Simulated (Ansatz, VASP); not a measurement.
# One calculation of KCl, two programs

```xyz
4
Lattice="0.0000 -3.1207 -3.1207 -3.1207 0.0000 -3.1207 3.1207 3.1207 -6.2414" Properties=species:S:1:pos:R:3 pbc="T T T"
K     0.0000    0.0000   -6.2414
K    -3.1207    0.0000   -3.1207
Cl   -0.0309   -0.0686   -9.4617
Cl    0.0309    0.0686   -3.0212
```

Change from the starting cell: mode 7 frozen in at -0.125 Å, normal strain along z +0.0000.

Alike in both runs: task single point; functional PBEsol; k mesh 6 × 6 × 6; occupations gaussian, width 0.05 eV; no spin polarisation.

|  | VASP | Ansatz |
| --- | --- | --- |
| version | VASP 6.6.1 | Ansatz 0.2.0 |
| potentials or method | VASP PAW PBE potentials, release 64 (K_sv, Cl), cutoff 520 eV | scalar-relativistic, plane waves, PAW |
| valence electrons in the cell | 32 | 32 |

```csv
,VASP,Ansatz,Ansatz less VASP
gap on the k mesh at the Fermi level (eV),5.09,5.09,+0.004
least direct gap on the mesh (eV),5.09,5.09,+0.004
pressure (GPa),0.2,0.1,-0.04
"traceless stress, the component that is largest in VASP (GPa)",0.13,0.13,-0.003
rms of the force components (eV/Å),0.081,0.079,-0.0018
```

VASP's potentials were made for PBE, not for PBEsol. Atom by atom the forces differ by 0.002 eV/Å (rms over components). With one functional, cell and mesh, what is left measures potentials, basis and numerics.
